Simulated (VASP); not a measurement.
Li2Se, 3 atoms in the cell. The structure is cubic, space group Fm-3m (No. 225). Conventional cell: a = 5.987 Å, b = 5.987 Å, c = 5.987 Å, α = 90.00°, β = 90.00°, γ = 90.00°. Within 3.4 Å of Se (site symmetry m-3m) lie 8 Li at 2.59 Å. Within 3.4 Å of Li (site symmetry -43m) lie 4 Se at 2.59 Å and 6 Li at 2.99 Å. 

- Program: VASP 6.6.1
- Task: single point
- Functional: PBE
- Potentials or basis: VASP PAW PBE potentials, release 64 (Se, Li_sv)
- Cutoff: 750 eV
- k mesh: 8 × 8 × 8
- Occupations: fermi-dirac, width 0.02 eV
- Spin: no spin polarisation
- Dipole correction: no
- Further INCAR settings: ALGO = Normal; EDIFF = 1e-06; NBANDS = 13

Potentials or basis: VASP PAW PBE potentials, release 64 (Se, Li_sv).

Run with:

```console
$ cat potpaw_PBE.64/Se/POTCAR potpaw_PBE.64/Li_sv/POTCAR > POTCAR
$ mpirun -np 1 vasp_std > vasp.out
```

Hardware: 1 thread of AMD EPYC 9R45 96-Core Processor (Zen 5), with other jobs on the host.

Question: Estimate the wall time of this run.

Answer: Run time: 25 s on 1 thread of AMD EPYC 9R45 96-Core Processor (Zen 5) (shared host), peak memory 0.22 GiB. Counts: scf iterations 14, k points 29.
